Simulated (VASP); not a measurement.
Cl, 4 atoms in the cell. Symmetry: Cmce, No. 64, orthorhombic system. Conventional cell: a = 8.353 Å, b = 5.529 Å, c = 9.694 Å, α = 90.00°, β = 90.00°, γ = 90.00°. Within 2.8 Å of Cl (site symmetry m) lie 1 Cl at 2.09 Å. 

* Program: VASP 6.6.1
* Task: single point
* Functional: RPBE
* Potentials or basis: VASP PAW PBE potentials, release 64 (Cl)
* Cutoff: 520 eV
* k mesh: 6 × 6 × 3
* Occupations: fermi-dirac, width 0.05 eV
* Spin: no spin polarisation
* Dipole correction: no
* Further INCAR settings: ALGO = Normal; EDIFF = 1e-06; NBANDS = 22

Potentials or basis: VASP PAW PBE potentials, release 64 (Cl).

Run with:

```sh
$ cat potpaw_PBE.64/Cl/POTCAR > POTCAR
$ mpirun -np 1 vasp_std > vasp.out
```

Hardware: 1 thread of AMD EPYC 9R45 96-Core Processor (Zen 5), with other jobs on the host.

Question: How long does it take, and how much memory?

Answer: It took 88 s on 1 thread of AMD EPYC 9R45 96-Core Processor (Zen 5), with other jobs on the host, peak memory 0.31 GiB. Counts: scf iterations 14, k points 26.
